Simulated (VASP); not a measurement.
Set up this calculation in VASP 6.6.1, as the native input.

```
Task                    : density of states
Functional              : PBEsol
Potentials or basis     : VASP PAW PBE potentials, release 64 (K_sv)
Cutoff                  : 520 eV
k mesh                  : 11 × 11 × 11
Occupations             : fermi-dirac, width 0.1 eV
Spin                    : no spin polarisation
Dipole correction       : no
k mesh for the DOS      : 17 × 17 × 17
Occupations for the DOS : tetrahedron
Further INCAR settings  : ALGO = Normal; EDIFF = 1e-06; NBANDS = 10
```

K:

```
K
1.0
     0.00000    2.92258    2.92258
     2.92258    0.00000    2.92258
     2.92258    2.92258    0.00000
K
1
Direct
  0.00000 0.00000 0.00000
```

This cell differs from its parent crystal: volume scaled by 0.7.

One way to write it, as run:

POSCAR

```
K
1.0
    0.0000000000      2.9225764619      2.9225764619
    2.9225764619      0.0000000000      2.9225764619
    2.9225764619      2.9225764619      0.0000000000
K
1
Direct
    0.0000000000      0.0000000000      0.0000000000
```

INCAR.step1

```
PREC = Accurate ; ENCUT = 520
EDIFF = 1E-6 ; ISMEAR = -1
SIGMA = 0.1 ; LREAL = False
LASPH = True ; NELM = 60
ALGO = Normal ; ISIF = 2
LWAVE = False ; LCHARG = True
GGA = PS ; NBANDS = 10
```

KPOINTS.step1

```
regular mesh
0
Gamma
  11 11 11
```

INCAR.step2

```
PREC = Accurate ; ENCUT = 520
EDIFF = 1E-6 ; ISMEAR = -5
SIGMA = 0.1 ; LREAL = False
LASPH = True ; NELM = 60
ALGO = Normal ; ISIF = 2
LWAVE = False ; LCHARG = False
GGA = PS ; LORBIT = 10
NBANDS = 10 ; NEDOS = 1001
ICHARG = 11
```

KPOINTS.step2

```
regular mesh
0
Gamma
  17 17 17
```

Potentials or basis: VASP PAW PBE potentials, release 64 (K_sv).

Launch:

```console
$ cat potpaw_PBE.64/K_sv/POTCAR > POTCAR
$ cp INCAR.step1 INCAR
$ cp KPOINTS.step1 KPOINTS
$ mpirun -np 1 vasp_std > vasp.out
$ cp INCAR.step2 INCAR
$ cp KPOINTS.step2 KPOINTS
$ mpirun -np 1 vasp_std > vasp.out
```

Results of the run:

The valence electrons inside the program's atomic spheres are K 7.55.

Run time: 38 s on 1 thread of Intel(R) Xeon(R) Platinum 8488C (Sapphire Rapids), on a shared host, peak memory 0.21 GiB.
